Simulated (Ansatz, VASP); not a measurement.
## Bi: VASP beside Ansatz

INCAR

```
SYSTEM = Bi
PREC = Accurate
ENCUT = 520
EDIFF = 1E-6
ISMEAR = -1
SIGMA = 0.05
LREAL = .FALSE.
LASPH = .TRUE.
NELM = 80
ALGO = Normal
ISIF = 2
LWAVE = .FALSE.
LCHARG = .FALSE.
GGA = PS
NBANDS = 14
```

The input KPOINTS:

```
Automatic mesh
0
G
  7 7 7
  0 0 0
```

POSCAR

```
Bi
1.0
   -1.9814305318      1.9814305318      1.9814305318
    1.9814305318     -1.9814305318      1.9814305318
    1.9814305318      1.9814305318     -1.9814305318
Bi
1
Direct
    0.0000000000      0.0000000000      0.0000000000
```

The input input.yaml:

```yaml
crystal:
  lattice:
    - [-1.9814305318, 1.9814305318, 1.9814305318]
    - [1.9814305318, -1.9814305318, 1.9814305318]
    - [1.9814305318, 1.9814305318, -1.9814305318]
  atoms:
    - { symbol: Bi, position: [0.0, 0.0, 0.0] }
kpoints:
  mp_grid: { grid: [7, 7, 7] }
  band_path:
    path:
      - [0.0, 0.0, 0.0]
      - [0.5, -0.5, 0.5]
      - [0.0, 0.0, 0.5]
      - [0.0, 0.0, 0.0]
      - [0.25, 0.25, 0.25]
      - [0.5, -0.5, 0.5]
    npoints: 8
scf:
  occupations: { method: fermi_dirac, width: 0.05 }
hamiltonian:
  xc: pbesol
  pseudopotentials: { kind: all_electron, lapw: { basis_error: 0.001 } }
output:
  forces: true
  stress: true
  eigenvalues: true
```

Alike in both runs: functional PBEsol; k mesh 7 × 7 × 7; occupations fermi-dirac, width 0.05 eV; no spin polarisation.

|  | VASP | Ansatz |
| --- | --- | --- |
| version | VASP 6.6.1 | Ansatz 0.2.0 |
| potentials or method | VASP PAW PBE potentials, release 64 (Bi_d), cutoff 520 eV | all-electron LAPW, scalar-relativistic |
| task | single point | band structure |

```csv
,VASP,Ansatz,Ansatz less VASP
gap on the k mesh at the Fermi level (eV),none,none,-
pressure (GPa),-1.0,-1.0,+0.04
```

VASP's potentials were made for PBE, not for PBEsol. A gap of «none» marks a metal or a gap that the smearing closes. Ansatz ran all-electron here, and VASP with PAW potentials.

Spin-orbit coupling is off throughout. Noted on Ansatz's run: the k mesh is thin for a metal, which can move the energy by tens of meV per atom.
